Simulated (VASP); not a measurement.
## Ba: relaxation of cell and atoms with PBEsol

Crystal: Ba.

```
Ba
1.0
    -2.50328    2.50328    2.50328
     2.50328   -2.50328    2.50328
     2.50328    2.50328   -2.50328
Ba
1
Direct
  0.00000 0.00000 0.00000
```

| Quantity | Value |
| --- | --- |
| Program | VASP 6.6.1 |
| Task | relaxation of cell and atoms |
| Functional | PBEsol |
| Potentials or basis | VASP PAW PBE potentials, release 64 (Ba_sv) |
| Cutoff | 600 eV |
| k mesh | 12 × 12 × 12 |
| Occupations | gaussian, width 0.1 eV |
| Spin | no spin polarisation |
| Dipole correction | no |
| Further INCAR settings | ALGO = Fast; EDIFF = 1e-07; IBRION = 2; EDIFFG = -0.01; NSW = 80; ISIF = 3 |

The relaxed volume is 58.47 Å³/atom, the relaxed cell is a = 4.235 Å, b = 4.235 Å, c = 4.235 Å, α = 109.47°, β = 109.47°, γ = 109.47° and the space group after relaxing (to 0.05 Å) is Im-3m (No. 229). The energy gained by relaxing is 8.0 meV/atom, the ionic steps are 3 and the pressure after relaxing is 0.0 GPa. The band gap on the k mesh is zero (band 5 reaches 2.37 eV, above the bottom of band 6 at 1.14 eV).

Step by step:
| step | energy change (eV) | largest force (eV/Å) | pressure (GPa) | volume (Å³) |
| --- | --- | --- | --- | --- |
| 1 | 0.0000 | 0.0000 | -0.58 | 62.75 |
| 2 | -0.0058 | 0.0000 | -0.32 | 60.71 |
| 3 | -0.0080 | 0.0000 | 0.00 | 58.47 |

Final structure:
```yaml
crystal:
  lattice:
    - [-2.44512, 2.44512, 2.44512]
    - [2.44512, -2.44512, 2.44512]
    - [2.44512, 2.44512, -2.44512]
  atoms:
    - { symbol: Ba, position: [0.00000, 0.00000, 0.00000] }
```

Levels at points of the mesh, in eV from the Fermi level:
| k point | band 1 | band 2 | band 3 | band 4 | band 5 | band 6 | band 7 | band 8 | band 9 |
| --- | --- | --- | --- | --- | --- | --- | --- | --- | --- |
| (0.00, 0.00, 0.00) | -28.73 | -13.62 | -13.62 | -13.62 | -2.80 | 1.90 | 1.90 | 1.90 | 3.44 |
| (0.50, 0.00, 0.00) | -28.67 | -14.21 | -13.80 | -13.62 | -0.95 | 0.66 | 1.50 | 3.42 | 4.05 |
| (0.50, 0.50, 0.50) | -28.63 | -14.02 | -14.02 | -14.02 | -0.65 | -0.65 | 4.72 | 4.72 | 4.72 |

Run time: 99 s on 1 thread of Intel(R) Xeon(R) Platinum 8488C (Sapphire Rapids), on a shared host, peak memory 0.24 GiB.

Caveat: the PAW data sets were made with another functional, which shifts forces and pressure a little; spin-orbit coupling is left out, which moves the levels of the heavy elements.
